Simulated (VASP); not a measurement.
Set up this calculation in VASP 6.6.1, as the native input.

```
Task                   : single point
Functional             : PBE
Potentials or basis    : VASP PAW PBE potentials, release 64 (Se, Li_sv)
Cutoff                 : 750 eV
k mesh                 : 6 × 6 × 6
Occupations            : gaussian, width 0.01 eV
Spin                   : no spin polarisation
Dipole correction      : no
Further INCAR settings : ALGO = Normal; EDIFF = 1e-06; NBANDS = 13
```

The structure of Li2Se lies in POSCAR:

```
Li2Se
1.0
    0.0000000000      2.9421208441      2.9421208441
    2.9421208441      0.0000000000      2.9421208441
    2.9421208441      2.9421208441      0.0000000000
Se Li
1 2
Direct
    0.0000000000      0.0000000000      0.0000000000
    0.2500000000      0.2500000000      0.2500000000
    0.7500000000      0.7500000000      0.7500000000
```

This cell differs from its parent crystal: volume changed by -6%.

One way to write it, as run:

INCAR

```
SYSTEM = Li2Se
PREC = Accurate ; ENCUT = 750
EDIFF = 1E-6 ; ISMEAR = 0
SIGMA = 0.01 ; LREAL = .FALSE.
LASPH = .TRUE. ; NELM = 120
ALGO = Normal ; ISIF = 2
LWAVE = .FALSE. ; LCHARG = .FALSE.
GGA = PE ; NBANDS = 13
GGA_COMPAT = .FALSE.
```

KPOINTS

```
regular mesh
0
G
  6 6 6
  0 0 0
```

Potentials or basis: VASP PAW PBE potentials, release 64 (Se, Li_sv).

The run is started by

```bash
$ cat potpaw_PBE.64/Se/POTCAR potpaw_PBE.64/Li_sv/POTCAR > POTCAR
$ mpirun -np 1 vasp_std > vasp.out
```

Results of the run:

The pressure is 2.3 GPa. The band gap on the k mesh is 2.92 eV, indirect (least direct gap 3.65 eV).

It took 16 s on 1 thread of Intel(R) Xeon(R) Platinum 8559C (Emerald Rapids), on a shared host, peak memory 0.23 GiB.
